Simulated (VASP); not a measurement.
Write the native input for VASP 6.6.1 that does the following.

```yaml
Task: single point
Functional: r2SCAN
Potentials_or_basis: VASP PAW PBE potentials, release 64 (Al, P)
Cutoff: 550 eV
k_mesh: 8 × 8 × 8
Occupations: fermi-dirac, width 0.02 eV
Spin: no spin polarisation
Dipole_correction: no
Further_INCAR_settings: ALGO = Normal; EDIFF = 1e-06; NBANDS = 11
```

Crystal: AlP.

```
Al P
1.0
     0.00000    2.75340    2.75340
     2.75340    0.00000    2.75340
     2.75340    2.75340    0.00000
Al P
1 1
Direct
  0.00000 0.00000 0.00000
  0.25000 0.25000 0.25000
```

These files were run (other wordings do the same):

POSCAR

```
AlP
1.0
    0.0000000000      2.7534005762      2.7534005762
    2.7534005762      0.0000000000      2.7534005762
    2.7534005762      2.7534005762      0.0000000000
Al P
1 1
Direct
    0.0000000000      0.0000000000      0.0000000000
    0.2500000000      0.2500000000      0.2500000000
```

INCAR.step1

```
SYSTEM = AlP
PREC = Accurate
ENCUT = 550
ISMEAR = -1
SIGMA = 0.02
LREAL = .FALSE.
LASPH = .TRUE.
NELM = 120
NBANDS = 11
GGA = PE
ALGO = Normal
EDIFF = 1E-5
LWAVE = .TRUE.
LCHARG = .FALSE.
GGA_COMPAT = .FALSE.
```

INCAR.step2

```
SYSTEM = AlP
PREC = Accurate
ENCUT = 550
EDIFF = 1E-6
ISMEAR = -1
SIGMA = 0.02
LREAL = .FALSE.
LASPH = .TRUE.
NELM = 120
ALGO = Normal
ISIF = 2
LWAVE = .FALSE.
LCHARG = .FALSE.
METAGGA = R2SCAN
LMIXTAU = .TRUE.
NBANDS = 11
ISTART = 1
GGA_COMPAT = .FALSE.
```

KPOINTS

```
regular mesh
0
G
  8 8 8
  0 0 0
```

Potentials or basis: VASP PAW PBE potentials, release 64 (Al, P).

Launch:

```sh
$ cat potpaw_PBE.64/Al/POTCAR potpaw_PBE.64/P/POTCAR > POTCAR
$ cp INCAR.step1 INCAR
$ mpirun -np 1 vasp_std > vasp.out
$ cp INCAR.step2 INCAR
$ mpirun -np 1 vasp_std > vasp.out
```

It gave:

```
Pressure               : -1.6 GPa
Band gap on the k mesh : 1.96 eV (least direct gap 3.77 eV)
```

Caveat: the PAW data sets were made with another functional, which shifts forces and pressure a little.

Run time: 2.8 min on 1 thread of Intel Xeon 8259CL, with other jobs on the host, peak memory 0.14 GiB.
